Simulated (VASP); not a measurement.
Wanted: the native input for a VASP 6.6.1 run.

* Task: single point
* Functional: r2SCAN
* Potentials or basis: VASP PAW PBE potentials, release 64 (Ba_sv, Te)
* Cutoff: 520 eV
* k mesh: 6 × 6 × 6
* Occupations: gaussian, width 0.05 eV
* Spin: no spin polarisation
* Dipole correction: no
* Further INCAR settings: ALGO = Normal; EDIFF = 1e-06; NBANDS = 15

Crystal: BaTe.

```
Ba Te
1.0
     0.00000    3.41000    3.41000
     3.41000    0.00000    3.41000
     3.41000    3.41000    0.00000
Ba Te
1 1
Direct
  0.50000 0.50000 0.50000
  0.00000 0.00000 0.00000
```

One way to write it, as run:

POSCAR

```
BaTe
1.0
    0.0000000000      3.4099993980      3.4099993980
    3.4099993980      0.0000000000      3.4099993980
    3.4099993980      3.4099993980      0.0000000000
Ba Te
1 1
Direct
    0.5000000000      0.5000000000      0.5000000000
    0.0000000000      0.0000000000      0.0000000000
```

INCAR.step1

```
ALGO = Normal ; EDIFF = 1E-4
ENCUT = 520 ; GGA = PE
ISMEAR = 0 ; LASPH = True
LCHARG = False ; LREAL = False
LWAVE = True ; NBANDS = 15
NELM = 60 ; PREC = Accurate
SIGMA = 0.05
```

INCAR.step2

```
ALGO = Normal ; EDIFF = 1E-6
ENCUT = 520 ; ISIF = 2
ISMEAR = 0 ; ISTART = 1
LASPH = True ; LCHARG = True
LELF = True ; LMIXTAU = True
LREAL = False ; LVHAR = True
LWAVE = False ; METAGGA = R2SCAN
NBANDS = 15 ; NELM = 60
PREC = Accurate ; SIGMA = 0.05
```

KPOINTS

```
k-points
0
Gamma
  6 6 6
```

Potentials or basis: VASP PAW PBE potentials, release 64 (Ba_sv, Te).

Run with:

```console
$ cat potpaw_PBE.64/Ba_sv/POTCAR potpaw_PBE.64/Te/POTCAR > POTCAR
$ cp INCAR.step1 INCAR
$ mpirun -np 1 vasp_std > vasp.out
$ cp INCAR.step2 INCAR
$ mpirun -np 1 vasp_std > vasp.out
```

It gave:

| Quantity | Value |
| --- | --- |
| Pressure | 4.5 GPa |
| Band gap on the k mesh | 1.68 eV, indirect (least direct gap 2.07 eV) |

Caveat: the PAW data sets were made with another functional, which shifts forces and pressure a little; spin-orbit coupling is left out, which moves the levels of the heavy elements.

Run time: 86 s on 1 thread of Intel Xeon 6975P-C, with other jobs on the host, peak memory 0.22 GiB.
